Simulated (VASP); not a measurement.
# Zn4HO4 (a cell with a defect) in VASP: further runs, part 2 of 2

VASP 6.6.1. Earlier steps stand in the parts before.

## 3. Single point, PBE

INCAR reads:

```
PREC = Accurate ; ENCUT = 520
EDIFF = 1E-6 ; ISMEAR = 0
SIGMA = 0.05 ; LREAL = F
LASPH = T ; NELM = 100
ALGO = Normal ; ISIF = 2
LWAVE = F ; LCHARG = F
GGA = PE ; NBANDS = 46
```

KPOINTS reads:

```
Automatic mesh
0
Gamma
  4 4 8
```

POSCAR reads:

```
Zn4HO4
1.0
    5.6098780345      0.0000000000      0.0000000000
    0.0000000000      5.6098780345      0.0000000000
    0.0000000000      0.0000000000      3.2790255992
Zn O H
4 4 1
Direct
    0.1816262562      0.1816262562      0.5000000000
    0.8183737438      0.8183737438      0.5000000000
    0.6816262562      0.3183737438      0.0000000000
    0.3183737438      0.6816262562      0.0000000000
    0.8184651117      0.1815348883      0.5000000000
    0.1815348883      0.8184651117      0.5000000000
    0.6815348883      0.6815348883      0.0000000000
    0.3184651117      0.3184651117      0.0000000000
    0.9999176225      0.0683737438      0.3750000000
```

Potentials or basis: VASP PAW PBE potentials, release 64 (Zn, O, H).

Command:

```
cat potpaw_PBE.64/Zn/POTCAR potpaw_PBE.64/O/POTCAR potpaw_PBE.64/H/POTCAR > POTCAR
mpirun -np 1 vasp_std > vasp.out
```

OUTCAR:

```text
PREC = Accurate
   ENCUT = 520
   EDIFF = 1E-6
   ISMEAR = 0
   LREAL = F
   LASPH = T
   NELM = 100
   ISIF = 2
   GGA = PE

 ion  position               nearest neighbor table
   1  0.182  0.182  0.500-   9 1.27   8 1.97   8 1.97   6 2.04   5 2.04   2 2.88
   2  0.818  0.818  0.500-   9 1.78   7 1.97   7 1.97   6 2.04   5 2.04   1 2.88
   3  0.682  0.318  0.000-   5 1.97   5 1.97   8 2.04   7 2.04   4 2.88
   4  0.318  0.682  0.000-   6 1.97   6 1.97   8 2.04   7 2.04   3 2.88
   5  0.818  0.182  0.500-   9 1.27   3 1.97   3 1.97   2 2.04   1 2.04
   6  0.182  0.818  0.500-   4 1.97   4 1.97   1 2.04   2 2.04
   7  0.682  0.682  0.000-   2 1.97   2 1.97   4 2.04   3 2.04
   8  0.318  0.318  0.000-   1 1.97   1 1.97   4 2.04   3 2.04
[... 1395 lines left out ...]

 VOLUME and BASIS-vectors are now :
 -----------------------------------------------------------------------------
  energy-cutoff  :      520.00
  volume of cell :      103.19
      direct lattice vectors                 reciprocal lattice vectors
     5.609878035  0.000000000  0.000000000     0.178256995  0.000000000  0.000000000
     0.000000000  5.609878035  0.000000000     0.000000000  0.178256995  0.000000000
     0.000000000  0.000000000  3.279025599     0.000000000  0.000000000  0.304968647

 POSITION                                       TOTAL-FORCE (eV/Angst)
 -----------------------------------------------------------------------------------
      1.01890      1.01890      1.63951         7.367918      4.105743      2.796473
      4.59098      4.59098      1.63951        -0.877080     -1.792999      0.325654
      3.82384      1.78604      0.00000        -0.533487      0.599443      0.061370
      1.78604      3.82384      0.00000         0.099781     -0.048569      0.013574
      4.59149      1.01839      1.63951        -0.957713      0.275037     -0.126384
      1.01839      4.59149      1.63951         0.169566     -0.430395      0.082392
      3.82333      3.82333      0.00000         0.058654     -0.001485     -0.060417
      1.78655      1.78655      0.00000         0.183111      0.044153     -0.308856
      5.60942      0.38357      1.22963        -5.510750     -2.750926     -2.783806
 -----------------------------------------------------------------------------------
    total drift:                               -0.000429     -0.000236     -0.000159

  FREE ENERGIE OF THE ION-ELECTRON SYSTEM (eV)
  ---------------------------------------------------
  free  energy   TOTEN  =       -34.4755561481 eV

  energy  without entropy=      -34.4751887477  energy(sigma->0) =      -34.47537245
```

OSZICAR:

```text
N       E                     dE             d eps       ncg     rms          rms(c)
DAV:   1     0.769103009019E+03    0.76910E+03   -0.35073E+04  6278   0.224E+03
DAV:   2     0.838466185531E+02   -0.68526E+03   -0.65066E+03  6320   0.530E+02
DAV:   3    -0.347158604797E+02   -0.11856E+03   -0.11610E+03  6822   0.201E+02
DAV:   4    -0.410528280976E+02   -0.63370E+01   -0.62845E+01  7218   0.494E+01
DAV:   5    -0.411180822327E+02   -0.65254E-01   -0.65216E-01  6838   0.521E+00    0.208E+01
DAV:   6    -0.340446111514E+02    0.70735E+01   -0.19539E+01 10314   0.835E+01    0.131E+01
DAV:   7    -0.345953728602E+02   -0.55076E+00   -0.79218E+00  6620   0.225E+01    0.775E+00
DAV:   8    -0.345987605640E+02   -0.33877E-02   -0.18463E+00  9440   0.162E+01    0.305E+00
DAV:   9    -0.344771074799E+02    0.12165E+00   -0.34031E-01  9828   0.102E+01    0.850E-01
DAV:  10    -0.344742285014E+02    0.28790E-02   -0.12890E-01  7380   0.239E+00    0.142E-01
DAV:  11    -0.344754259634E+02   -0.11975E-02   -0.10611E-02  7120   0.102E+00    0.987E-02
DAV:  12    -0.344755443170E+02   -0.11835E-03   -0.82035E-04  8552   0.624E-01    0.889E-02
DAV:  13    -0.344755446086E+02   -0.29153E-06   -0.52129E-04  7844   0.258E-01    0.200E-02
DAV:  14    -0.344755528348E+02   -0.82262E-05   -0.95538E-05  7648   0.125E-01    0.130E-02
DAV:  15    -0.344755538164E+02   -0.98164E-06   -0.24773E-05  7294   0.533E-02    0.632E-03
DAV:  16    -0.344755559431E+02   -0.21267E-05   -0.55693E-06  6912   0.263E-02    0.415E-03
DAV:  17    -0.344755561481E+02   -0.20497E-06   -0.11368E-06  4340   0.158E-02
   1 F= -.34475556E+02 E0= -.34475372E+02  d E =-.367400E-03
```

stdout:

```text
POSCAR found type information on POSCAR ZnO H
 POSCAR found :  3 types and       9 ions
 scaLAPACK will be used
 LDA part: xc-table for (Slater+PW92), standard interpolation
 POSCAR, INCAR and KPOINTS ok, starting setup
 FFT: planning ... GRIDC
 FFT: planning ... GRID_SOFT
 FFT: planning ... GRID
 WAVECAR not read
 entering main loop
```

It took 2.8 min on 1 thread of Intel Xeon 6975P-C (Granite Rapids), shared host; peak memory 0.36 GiB.

Results:

```yaml
Free_energy: -34.4756 eV
Pressure: 14.0 GPa
Largest_force: 8.886 eV/Å
Band_gap_on_the_k_mesh: zero (an odd number of electrons rules out a gap without spin polarisation)
```

Forces in eV/Å, atoms in the order of the input:
```
Zn   7.368  4.106  2.796
Zn  -0.877 -1.793  0.326
Zn  -0.533  0.599  0.061
Zn   0.100 -0.049  0.014
O   -0.958  0.275 -0.126
O    0.170 -0.430  0.082
O    0.059 -0.001 -0.060
O    0.183  0.044 -0.309
H   -5.511 -2.751 -2.784
```

Levels at points of the mesh, in eV from the Fermi level:
```csv
k point,band 33,band 34,band 35,band 36,band 37,band 38,band 39,band 40
"(0.00, 0.00, 0.00)",-3.61,-3.40,-3.08,-2.99,-2.69,1.67,2.04,2.77
"(0.50, 0.00, 0.00)",-3.80,-3.47,-3.46,-3.36,-0.48,0.04,2.15,2.89
"(0.00, 0.50, 0.00)",-4.02,-3.73,-3.33,-3.20,-0.57,0.10,2.27,2.82
"(0.50, 0.50, 0.00)",-4.10,-3.76,-3.66,-3.65,-0.04,1.05,1.55,1.64
"(0.00, 0.00, 0.50)",-4.57,-4.48,-4.38,-4.15,0.74,2.61,3.44,4.52
"(0.50, 0.00, 0.50)",-4.64,-4.28,-4.19,-3.83,0.48,2.74,3.23,3.73
"(0.00, 0.50, 0.50)",-4.64,-4.29,-4.25,-3.85,0.61,2.76,3.24,3.74
"(0.50, 0.50, 0.50)",-4.28,-4.18,-4.13,-3.98,0.25,2.42,2.54,2.62
```

Caveat: an odd number of electrons without spin polarisation forces a metal; a magnetic or distorted state may lie lower.

## 4. Single point, PBE

INCAR reads:

```
SYSTEM = Zn4HO4
  ALGO = Normal
  EDIFF = 1E-6
  ENCUT = 520
  GGA = PE
  ISIF = 2
  ISMEAR = 0
  LASPH = .True.
  LCHARG = .False.
  LREAL = .False.
  LWAVE = .False.
  NBANDS = 46
  NELM = 60
  PREC = Accurate
  SIGMA = 0.05
```

KPOINTS reads:

```
k-points
0
Gamma
  4 4 8
  0 0 0
```

Edit POSCAR of step 3 so:

```diff
@@ -16,2 +16,2 @@
     0.3184651117      0.3184651117      0.0000000000
-    0.9999176225      0.0683737438      0.3750000000
+    0.9999176225      0.5683737438      0.3750000000
```

Command:

```
cat potpaw_PBE.64/Zn/POTCAR potpaw_PBE.64/O/POTCAR potpaw_PBE.64/H/POTCAR > POTCAR
mpirun -np 1 vasp_std > vasp.out
```

It took 2.6 min on 1 thread of Intel Xeon 6975P-C (Granite Rapids), shared host; peak memory 0.36 GiB.

It converged, with:

| Property | Result |
| --- | --- |
| Free energy | -36.3568 eV |
| Pressure | 4.1 GPa |
| Largest force | 0.818 eV/Å |
| Band gap on the k mesh | zero (an odd number of electrons rules out a gap without spin polarisation) |

Forces in eV/Å, atoms in the order of the input:
```
Zn  -0.115  0.548 -0.010
Zn  -0.314  0.087  0.075
Zn   0.063  0.085  0.003
Zn   0.277 -0.321 -0.071
O   -0.153 -0.623  0.062
O    0.608  0.505  0.210
O   -0.673  0.245 -0.239
O    0.282 -0.155 -0.093
H    0.024 -0.371  0.064
```

Stress tensor (GPa, compression positive):
```
5.18 0.26 0.20
0.26 2.42 0.32
0.20 0.32 4.60
```

Levels at points of the mesh, in eV from the Fermi level:
| k point | band 34 | band 35 | band 36 | band 37 | band 38 | band 39 |
| --- | --- | --- | --- | --- | --- | --- |
| (0.00, 0.00, 0.00) | -1.58 | -1.53 | -1.46 | -1.32 | 2.35 | 3.66 |
| (0.50, 0.00, 0.00) | -1.83 | -1.79 | -1.66 | 0.05 | 1.71 | 3.19 |
| (0.00, 0.50, 0.00) | -1.85 | -1.72 | -1.61 | -0.26 | 1.75 | 3.36 |
| (0.50, 0.50, 0.00) | -2.11 | -2.08 | -2.06 | -0.17 | 2.76 | 2.79 |
| (0.00, 0.00, 0.50) | -2.94 | -2.67 | -2.56 | 0.61 | 4.21 | 5.21 |
| (0.50, 0.00, 0.50) | -2.74 | -2.39 | -2.27 | 0.44 | 4.45 | 4.81 |
| (0.00, 0.50, 0.50) | -2.80 | -2.42 | -2.27 | 0.06 | 4.28 | 4.41 |
| (0.50, 0.50, 0.50) | -2.58 | -2.58 | -2.49 | -0.34 | 3.92 | 4.43 |

Caveat: an odd number of electrons without spin polarisation forces a metal; a magnetic or distorted state may lie lower.

## 5. Overview

```csv
cell,gap on the mesh (eV),pressure (GPa),largest force (eV/Å)
"as given, atomic positions A",none,6.0,0.96
"as given, atomic positions B",none,14.0,8.89
"as given, atomic positions C",none,4.1,0.82
```

Alike in all rows: task single point; level PBE; potentials or basis VASP PAW PBE potentials, release 64 (Zn, O, H); no spin polarisation; k mesh 4 × 4 × 8; cutoff (eV) 520; smearing gaussian 0.05 eV.

Caveats: an odd number of electrons without spin polarisation forces a metal; a magnetic or distorted state may lie lower.

Total energies depend on the potentials used, so only differences within one code and one set of settings carry meaning.
